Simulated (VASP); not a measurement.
# SnP2 (Fm-3m) in VASP: relaxation of cell and atoms with PBE

Aim: the relaxation of cell and atoms of SnP2 with PBE.

Program: VASP 6.6.1. These are calculated values, not measurements. Logs are shortened: lines on timing, memory, paths and dates and some standing lists are left out, and cuts for length are marked.

**1. The cell of the first run**

It takes space group Fm-3m (No. 225, cubic). Conventional cell: a = 6.460 Å, b = 6.460 Å, c = 6.460 Å, α = 90.00°, β = 90.00°, γ = 90.00°. Within 3.7 Å of Sn (site symmetry m-3m) lie 8 P at 2.80 Å. P (site symmetry -43m) has 4 Sn at 2.80 Å and 6 P at 3.23 Å within 3.7 Å.

**2. Relaxation of cell and atoms, PBE**

INCAR

```
PREC = Accurate
ENCUT = 600
EDIFF = 1E-6
ISMEAR = 0
SIGMA = 0.1
LREAL = F
LASPH = T
NELM = 60
ALGO = Normal
ISIF = 3
LWAVE = F
LCHARG = F
GGA = PE
IBRION = 2
NSW = 100
EDIFFG = -0.01
```

KPOINTS

```
Automatic mesh
0
Gamma
  12 12 12
```

POSCAR

```
SnP2
1.0
    0.0000000000      3.2298007641      3.2298007641
    3.2298007641      0.0000000000      3.2298007641
    3.2298007641      3.2298007641      0.0000000000
Sn P
1 2
Direct
    0.0000000000      0.0000000000      0.0000000000
    0.2500000000      0.2500000000      0.2500000000
    0.7500000000      0.7500000000      0.7500000000
```

Potentials or basis: VASP PAW PBE potentials, release 64 (Sn_d, P).

Command:

```bash
cat potpaw_PBE.64/Sn_d/POTCAR potpaw_PBE.64/P/POTCAR > POTCAR
mpirun -np 1 vasp_std > vasp.out
```

OUTCAR:

```text
PREC = Accurate
   ENCUT = 600
   EDIFF = 1E-6
   ISMEAR = 0
   LREAL = F
   LASPH = T
   NELM = 60
   ISIF = 3
   GGA = PE
   IBRION = 2
   NSW = 100
   EDIFFG = -0.01

 ion  position               nearest neighbor table
   1  0.000  0.000  0.000-   3 2.80   3 2.80   3 2.80   2 2.80   3 2.80   2 2.80   2 2.80   2 2.80

   2  0.250  0.250  0.250-   1 2.80   1 2.80   1 2.80   1 2.80
   3  0.750  0.750  0.750-   1 2.80   1 2.80   1 2.80   1 2.80

  LATTYP: Found a face centered cubic cell.
 ALAT       =     6.4596015282

  Lattice vectors:

 A1 = (   0.0000000000,   3.2298007641,   3.2298007641)
 A2 = (   3.2298007641,   0.0000000000,   3.2298007641)
 A3 = (   3.2298007641,   3.2298007641,   0.0000000000)

Analysis of symmetry for initial positions (statically):
=====================================================================
 Subroutine PRICEL returns:
 Original cell was already a primitive cell.

 Routine SETGRP: Setting up the symmetry group for a
 face centered cubic supercell.

 Subroutine GETGRP returns: Found 48 space group operations
 (whereof 48 operations were pure point group operations)
 out of a pool of 48 trial point group operations.

The static configuration has the point symmetry O_h .

Analysis of symmetry for dynamics (positions and initial velocities):
=====================================================================
 Subroutine PRICEL returns:
 Original cell was already a primitive cell.

 Routine SETGRP: Setting up the symmetry group for a
 face centered cubic supercell.

 Subroutine GETGRP returns: Found 48 space group operations
 (whereof 48 operations were pure point group operations)
 out of a pool of 48 trial point group operations.

The dynamic configuration has the point symmetry O_h .

 Subroutine INISYM returns: Found 48 space group operations
 (whereof 48 operations are pure point group operations),
 and found     1 'primitive' translations

----------------------------------------------------------------------------------------

                                     Primitive cell

  volume of cell :      67.3841

  direct lattice vectors                    reciprocal lattice vectors
     0.000000000  3.229800764  3.229800764    -0.154808311  0.154808311  0.154808311
     3.229800764  0.000000000  3.229800764     0.154808311 -0.154808311  0.154808311
     3.229800764  3.229800764  0.000000000     0.154808311  0.154808311 -0.154808311

  length of vectors
     4.567628044  4.567628044  4.567628044     0.268135859  0.268135859  0.268135859

  position of ions in fractional coordinates (direct lattice)
     0.000000000  0.000000000  0.000000000
     0.250000000  0.250000000  0.250000000
     0.750000000  0.750000000  0.750000000

  ion indices of the primitive-cell ions
   primitive index   ion index
                 1           1
                 2           2
                 3           3

----------------------------------------------------------------------------------------

 KPOINTS: Automatic mesh

Automatic generation of k-mesh.
 Grid dimensions read from file:
 generate k-points for:   12   12   12

 Generating k-lattice:

  Cartesian coordinates                     Fractional coordinates (reciprocal lattice)
    -0.012900693  0.012900693  0.012900693     0.083333333  0.000000000  0.000000000
     0.012900693 -0.012900693  0.012900693     0.000000000  0.083333333  0.000000000
     0.012900693  0.012900693 -0.012900693     0.000000000  0.000000000  0.083333333

  Length of vectors
     0.022344655  0.022344655  0.022344655

  Shift w.r.t. Gamma in fractional coordinates (k-lattice)
     0.000000000  0.000000000  0.000000000

 Subroutine IBZKPT returns following result:
 ===========================================

 Found     72 irreducible k-points:

 Following reciprocal coordinates:
            Coordinates               Weight
  0.000000  0.000000  0.000000      1.000000
  0.083333  0.000000  0.000000      8.000000
  0.166667  0.000000  0.000000      8.000000
  0.250000  0.000000  0.000000      8.000000
  0.333333  0.000000  0.000000      8.000000
  0.416667  0.000000  0.000000      8.000000
[... 16 lines left out ...]
  0.500000  0.166667  0.000000     24.000000
 -0.416667  0.166667  0.000000     24.000000
 [... further k-points ...]
   k-points           NKPTS =     72   k-points in BZ     NKDIM =     72   number of bands    NBANDS=     16
   number of dos      NEDOS =    301   number of ions     NIONS =      3
   total plane-waves  NPLWV =  46656
   dimension x,y,z NGX =    36 NGY =   36 NGZ =   36
   dimension x,y,z NGXF=    72 NGYF=   72 NGZF=   72
   ions per type =               1   2
   NGX,Y,Z   is equivalent  to a cutoff of  13.10, 13.10, 13.10 a.u.
   NGXF,Y,Z  is equivalent  to a cutoff of  26.21, 26.21, 26.21 a.u.
 SYSTEM =  unknown system
   PREC   = accura    normal or accurate (medium, high low for compatibility)
   ISTART =      0    job   : 0-new  1-cont  2-samecut
   ICHARG =      2    charge: 1-file 2-atom 10-const
   ISPIN  =      1    spin polarized calculation?
   LNONCOLLINEAR =      F non collinear calculations
   LSORBIT =      F    spin-orbit coupling
   LASPH  =      T    aspherical Exc in radial PAW
   ENCUT  =  600.0 eV  44.10 Ry    6.64 a.u.   9.12  9.12  9.12*2*pi/ulx,y,z
   NELM   =     60;   NELMIN=  2; NELMDL= -5     # of ELM steps
   EDIFF  = 0.1E-05   stopping-criterion for ELM
   LREAL  =      F    real-space projection
   EDIFFG = -.1E-01   stopping-criterion for IOM
   NSW    =    100    number of steps for IOM
   IBRION =      2    ionic relax: 0-MD 1-quasi-New 2-CG
   NFREE  =      1    steps in history (QN), initial steepest desc. (CG)
   ISIF   =      3    stress and relaxation
   ISYM   =      2    0-nonsym 1-usesym 2-fastsym
   POTIM  = 0.5000    time-step for ionic-motion
   TEBEG  =    0.0;   TEEND  =   0.0 temperature during run
   PSTRESS=    0.0 pullay stress
   NELECT =      24.0000    total number of electrons
   NUPDOWN=      -1.0000    fix difference up-down
   EMIN   =  10.00;   EMAX   =-10.00  energy-range for DOS
   EFERMI =   0.00;   METHOD = LEGACY
   ISMEAR =     0;   SIGMA  =   0.10  broadening in eV -4-tet -1-fermi 0-gaus
   EFERMI_NEDOS =   21; number of points for ismear=-14 and -15
   IALGO  =     38    algorithm
   IMIX   =      4    mixing-type and parameters
     AMIX     =   0.40;   BMIX     =  1.00
     AMIX_MAG =   1.60;   BMIX_MAG =  1.00
  volume/ion in A,a.u.               =      22.46       151.58
  Fermi-wavevector in a.u.,A,eV,Ry     =   1.160449  2.192931 18.322185  1.346643
  Thomas-Fermi vector in A             =   2.297032
   LORBIT       =      0    0 simple, 1 ext, 2 COOP (PROOUT), +10 PAW based schemes
   GGA     = PE    functional components
   LHFCALC =     F    Hartree Fock is set to
   AEXX    =    0.0000 exact exchange contribution
   IVDW    =     0    specifies the selected vdW correction
   LEPSILON=     F    determine dielectric tensor
   LRPA    =     F    only Hartree local field effects (RPA)
 conjugate gradient relaxation of ions
 non-spin polarized calculation
 Gauss-broadening in eV      SIGMA  =   0.10
  energy-cutoff  :      600.00
  volume of cell :       67.38
 maximum number of plane-waves:      2272
   NGX = 19   NGY = 19   NGZ = 19

 number of electron      24.0000004 magnetization

 Free energy of the ion-electron system (eV)
  ---------------------------------------------------
  ext. energy  EPLUGINS =         0.00000000
  ---------------------------------------------------
  free energy    TOTEN  =       -12.65639078 eV

  energy without entropy =      -12.64814143  energy(sigma->0) =      -12.65226611

 E-fermi :   6.5636     XC(G=0):  -9.8895

 val. band max:        6.5565530435   @ k =   0.5000   0.3333   0.0833
 cond. band min:       6.6022887092   @ k =  -0.4167   0.1667   0.0000
 fundamental gap:      0.0457356658
 Fermi energy:         6.5636129571

 k-point     1 :       0.0000    0.0000    0.0000
  band No.  band energies     occupation
      1     -15.0538      2.00000
      2     -15.0538      2.00000
      3     -15.0538      2.00000
      4     -15.0174      2.00000
      5     -15.0174      2.00000
      6      -6.5938      2.00000
[... 8 lines left out ...]
     15       8.6020      0.00000
     16       8.6020      0.00000

 k-point     2 :       0.0833    0.0000    0.0000
  band No.  band energies     occupation
      1     -15.0542      2.00000
      2     -15.0533      2.00000
      3     -15.0533      2.00000
      4     -15.0174      2.00000
      5     -15.0174      2.00000
      6      -6.5294      2.00000
[... 8 lines left out ...]
     15       8.6345      0.00000
     16       8.6376      0.00000

 k-point     3 :       0.1667    0.0000    0.0000
  band No.  band energies     occupation
      1     -15.0551      2.00000
      2     -15.0519      2.00000
      3     -15.0519      2.00000
      4     -15.0172      2.00000
      5     -15.0172      2.00000
      6      -6.3367      2.00000
[... 8 lines left out ...]
     15       8.8293      0.00000
     16       8.8293      0.00000

 k-point     4 :       0.2500    0.0000    0.0000
  band No.  band energies     occupation
      1     -15.0563      2.00000
      2     -15.0502      2.00000
      3     -15.0502      2.00000
      4     -15.0170      2.00000
      5     -15.0170      2.00000
      6      -6.0182      2.00000
[... 8 lines left out ...]
     15       9.2905      0.00000
     16       9.2905      0.00000

 k-point     5 :       0.3333    0.0000    0.0000
  band No.  band energies     occupation
      1     -15.0577      2.00000
      2     -15.0485      2.00000
      3     -15.0485      2.00000
      4     -15.0165      2.00000
      5     -15.0165      2.00000
      6      -5.5804      2.00000
[... 8 lines left out ...]
     15       9.9735      0.00000
     16       9.9735      0.00000

 k-point     6 :       0.4167    0.0000    0.0000
  band No.  band energies     occupation
      1     -15.0587      2.00000
      2     -15.0475      2.00000
      3     -15.0475      2.00000
      4     -15.0161      2.00000
      5     -15.0161      2.00000
      6      -5.0435      2.00000
[... 8 lines left out ...]
     15      10.7122      0.00000
     16      10.7122      0.00000

 k-point     7 :       0.5000    0.0000    0.0000
  band No.  band energies     occupation
      1     -15.0590      2.00000
      2     -15.0471      2.00000
      3     -15.0471      2.00000
      4     -15.0159      2.00000
      5     -15.0159      2.00000
      6      -4.6030      2.00000
[... 8 lines left out ...]
     15      11.1004      0.00000
     16      11.1004      0.00000

 k-point     8 :       0.0833    0.0833    0.0000
  band No.  band energies     occupation
      1     -15.0549      2.00000
      2     -15.0528      2.00000
      3     -15.0528      2.00000
      4     -15.0177      2.00000
      5     -15.0171      2.00000
      6      -6.5080      2.00000
[... 8 lines left out ...]
     15       8.3017      0.00000
     16       8.8428      0.00000

 k-point     9 :       0.1667    0.0833    0.0000
  band No.  band energies     occupation
      1     -15.0558      2.00000
      2     -15.0517      2.00000
      3     -15.0515      2.00000
      4     -15.0179      2.00000
      5     -15.0167      2.00000
      6      -6.3585      2.00000
[... 8 lines left out ...]
     15       8.3408      0.00000
     16       9.1327      0.00000
[... 172 lines left out ...]
 k-point    19 :       0.1667    0.1667    0.0000
  band No.  band energies     occupation
      1     -15.0577      2.00000
      2     -15.0501      2.00000
      3     -15.0501      2.00000
      4     -15.0184      2.00000
      5     -15.0161      2.00000
      6      -6.2534      2.00000
[... 8 lines left out ...]
     15       8.1831      0.00000
     16       9.5440      0.00000

 k-point    20 :       0.2500    0.1667    0.0000
  band No.  band energies     occupation
      1     -15.0591      2.00000
      2     -15.0486      2.00000
      3     -15.0483      2.00000
      4     -15.0188      2.00000
      5     -15.0156      2.00000
      6      -6.0227      2.00000
[... 8 lines left out ...]
     15       8.7954      0.00000
     16      10.0724      0.00000

 k-point    21 :       0.3333    0.1667    0.0000
  band No.  band energies     occupation
      1     -15.0596      2.00000
      2     -15.0477      2.00000
      3     -15.0465      2.00000
      4     -15.0188      2.00000
      5     -15.0151      2.00000
      6      -5.6706      2.00000
[... 8 lines left out ...]
     15       9.7800      0.00000
     16      10.6629      0.00000

 k-point    22 :       0.4167    0.1667    0.0000
  band No.  band energies     occupation
      1     -15.0592      2.00000
      2     -15.0477      2.00000
      3     -15.0453      2.00000
      4     -15.0183      2.00000
      5     -15.0149      2.00000
      6      -5.2068      2.00000
[... 8 lines left out ...]
     15      10.5474      0.00000
     16      11.2521      0.00000

 k-point    23 :       0.5000    0.1667    0.0000
  band No.  band energies     occupation
      1     -15.0581      2.00000
      2     -15.0483      2.00000
      3     -15.0448      2.00000
      4     -15.0176      2.00000
      5     -15.0152      2.00000
      6      -4.6632      2.00000
[... 8 lines left out ...]
     15      11.0388      0.00000
     16      11.3475      0.00000

 k-point    24 :      -0.4167    0.1667    0.0000
  band No.  band energies     occupation
      1     -15.0569      2.00000
      2     -15.0491      2.00000
      3     -15.0451      2.00000
      4     -15.0168      2.00000
      5     -15.0158      2.00000
      6      -4.4774      2.00000
[... 8 lines left out ...]
     15      10.7555      0.00000
     16      11.2759      0.00000

 [... further k-points ...]

------------------------ aborting loop because EDIFF is reached ----------------------------------------

  FORCE on cell =-STRESS in cart. coord.  units (eV):
  Direction    XX          YY          ZZ          XY          YZ          ZX
  --------------------------------------------------------------------------------------
  -------------------------------------------------------------------------------------
  Total        0.0038588      0.0038588      0.0038588      0.0000000      0.0000000      0.0000000
  in kB        0.0917488      0.0917488      0.0917488      0.0000000      0.0000000      0.0000000
  external PRESSURE =       0.0917488 kB  Pullay stress =       0.0000000 kB

 VOLUME and BASIS-vectors are now :
 -----------------------------------------------------------------------------
  energy-cutoff  :      600.00
  volume of cell :       67.38
      direct lattice vectors                 reciprocal lattice vectors
     0.000000000  3.229800764  3.229800764    -0.154808311  0.154808311  0.154808311
     3.229800764  0.000000000  3.229800764     0.154808311 -0.154808311  0.154808311
     3.229800764  3.229800764  0.000000000     0.154808311  0.154808311 -0.154808311

 POSITION                                       TOTAL-FORCE (eV/Angst)
 -----------------------------------------------------------------------------------
      0.00000      0.00000      0.00000         0.000000      0.000000      0.000000
      1.61490      1.61490      1.61490         0.000000      0.000000     -0.000000
      4.84470      4.84470      4.84470        -0.000000     -0.000000      0.000000
 -----------------------------------------------------------------------------------
    total drift:                               -0.000000      0.000000      0.000000

  FREE ENERGIE OF THE ION-ELECTRON SYSTEM (eV)
  ---------------------------------------------------
  free  energy   TOTEN  =       -12.6563907786 eV

  energy  without entropy=      -12.6481414316  energy(sigma->0) =      -12.65226611

 reached required accuracy - stopping structural energy minimisation
```

Wall time 36 s (1 thread of AMD EPYC 9R45 (Zen 5), shared host); peak memory 0.23 GiB.

Results:

```yaml
Free_energy: -12.6564 eV
Pressure_after_relaxing: 0.0 GPa
Band_gap_on_the_k_mesh: zero (bands 12 and 13 overlap by 3.06 eV)
```

Final structure:
```cif
data_structure
_symmetry_space_group_name_H-M 'P 1'
_symmetry_Int_Tables_number 1
_cell_length_a 4.5676
_cell_length_b 4.5676
_cell_length_c 4.5676
_cell_angle_alpha 60.000
_cell_angle_beta 60.000
_cell_angle_gamma 60.000
_cell_volume 67.38
loop_
_atom_site_label
_atom_site_type_symbol
_atom_site_fract_x
_atom_site_fract_y
_atom_site_fract_z
_atom_site_occupancy
Sn1 Sn 0.00000 0.00000 0.00000 1
P1 P 0.25000 0.25000 0.25000 1
P2 P 0.75000 0.75000 0.75000 1
```

Levels at points of the mesh, in eV from the Fermi level:
```csv
k point,band 9,band 10,band 11,band 12,band 13,band 14,band 15,band 16
"(0.00, 0.00, 0.00)",-2.54,-2.54,-2.06,-1.25,-1.25,-1.25,2.04,2.04
"(0.50, 0.00, 0.00)",-3.26,-3.26,-2.16,-1.73,-1.73,2.49,4.54,4.54
"(0.50, 0.50, 0.00)",-4.92,-4.92,-1.14,1.34,1.34,2.00,4.15,6.01
```

Caveat: the relaxation stopped at its first step, so nothing moved; spin-orbit coupling is left out, which moves the levels of the heavy elements.
